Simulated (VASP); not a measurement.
Here is a VASP 6.6.1 calculation.

INCAR

```
SYSTEM = Ir
ALGO = Fast
EDIFF = 1E-7
EDIFFG = -0.05
ENCUT = 600
GGA = PS
IBRION = 2
ISIF = 3
ISMEAR = 0
LASPH = .TRUE.
LCHARG = .FALSE.
LREAL = .FALSE.
LWAVE = .FALSE.
NELM = 60
NSW = 80
PREC = Accurate
SIGMA = 0.1
```

The input KPOINTS:

```
k-points
0
G
  6 6 4
  0 0 0
```

The input POSCAR:

```
Ir
1.0
    3.3746075418      0.0000000000      0.0000000000
   -1.6873037709      2.9224958591      0.0000000000
    0.0000000000      0.0000000000      5.6470582959
Ir
2
Direct
    0.3333333333      0.6666666667      0.2500000000
    0.6666666667      0.3333333333      0.7500000000
```

Potentials or basis: VASP PAW PBE potentials, release 64 (Ir).

Run with:

```console
$ cat potpaw_PBE.64/Ir/POTCAR > POTCAR
$ mpirun -np 1 vasp_std > vasp.out
```

Task: Estimate the band gap on the k mesh.

Result: Zero (bands 9 and 10 overlap by 3.38 eV).

Task: What does it give for the relaxed cell?

Result: a = 2.734 Å, b = 2.734 Å, c = 4.369 Å, α = 90.00°, β = 90.00°, γ = 120.00°.

Stress tensor (GPa, compression positive):
```
-0.03  0.00  0.00
 0.00 -0.03  0.00
 0.00  0.00  0.45
```

Caveat: the PAW data sets were made with another functional, which shifts forces and pressure a little; spin-orbit coupling is left out, which moves the levels of the heavy elements.
